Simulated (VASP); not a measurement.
# ZnSe (Stilleite): single point with r2SCAN

ZnSe (Stilleite):

```
CELL_PARAMETERS angstrom
0.00000 2.86100 2.86100
2.86100 0.00000 2.86100
2.86100 2.86100 0.00000
ATOMIC_POSITIONS crystal
Zn 0.00000 0.00000 0.00000
Se 0.25000 0.25000 0.25000
```

This cell differs from its parent crystal: volume scaled by 1.03.

```json
{
 "Program": "VASP 6.6.1",
 "Task": "single point",
 "Functional": "r2SCAN",
 "Potentials or basis": "VASP PAW PBE potentials, release 64 (Zn, Se)",
 "Cutoff": "520 eV",
 "k mesh": "8 × 8 × 8",
 "Occupations": "gaussian, width 0.02 eV",
 "Spin": "no spin polarisation",
 "Dipole correction": "no",
 "Further INCAR settings": "ALGO = Normal; EDIFF = 1e-06; NBANDS = 16"
}
```

The pressure is -1.8 GPa and the band gap on the k mesh is 1.74 eV, direct.

Levels at points of the mesh, in eV from the valence-band top:
| k point | band 5 | band 6 | band 7 | band 8 | band 9 | band 10 | band 11 | band 12 | band 13 | band 14 |
| --- | --- | --- | --- | --- | --- | --- | --- | --- | --- | --- |
| (0.00, 0.00, 0.00) | -6.22 | -6.22 | 0.00 | 0.00 | 0.00 | 1.74 | 6.32 | 6.32 | 6.32 | 10.46 |
| (0.50, 0.00, 0.00) | -6.20 | -6.07 | -5.11 | -0.84 | -0.84 | 3.00 | 6.87 | 6.87 | 8.98 | 11.54 |
| (0.50, 0.50, 0.00) | -6.17 | -6.05 | -4.66 | -2.13 | -2.13 | 3.40 | 3.87 | 11.28 | 11.86 | 11.86 |

It took 2.7 min on 1 thread of AMD EPYC 7R13, on a shared host, peak memory 0.15 GiB.

Caveat: the PAW data sets were made with another functional, which shifts forces and pressure a little.
